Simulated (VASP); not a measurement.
Fe, 1 atom in the cell. It takes space group Fm-3m (No. 225, cubic). Conventional cell: a = 3.555 Å, b = 3.555 Å, c = 3.555 Å, α = 90.00°, β = 90.00°, γ = 90.00°. Fe (site symmetry m-3m) has 12 Fe at 2.51 Å within 3.3 Å. 

| Quantity | Value |
| --- | --- |
| Program | VASP 6.6.1 |
| Task | single point |
| Functional | PBE |
| Potentials or basis | VASP PAW PBE potentials, release 64 (Fe) |
| Cutoff | 520 eV |
| k mesh | 12 × 12 × 12 |
| Occupations | fermi-dirac, width 0.1 eV |
| Spin | collinear spin, ferromagnetic start |
| Starting moments | [0.4] μB |
| Dipole correction | no |
| Further INCAR settings | ALGO = Normal; EDIFF = 1e-06; NBANDS = 14 |

Potentials or basis: VASP PAW PBE potentials, release 64 (Fe).

The run is started by

```bash
$ cat potpaw_PBE.64/Fe/POTCAR > POTCAR
$ mpirun -np 1 vasp_std > vasp.out
```

Hardware: 1 thread of Intel(R) Xeon(R) Platinum 8488C (Sapphire Rapids), on a shared host.

Estimate the wall time of this run.

Run time: 22 s on 1 thread of Intel(R) Xeon(R) Platinum 8488C (Sapphire Rapids), on a shared host, peak memory 0.14 GiB. Counts: scf iterations 18, k points 72.
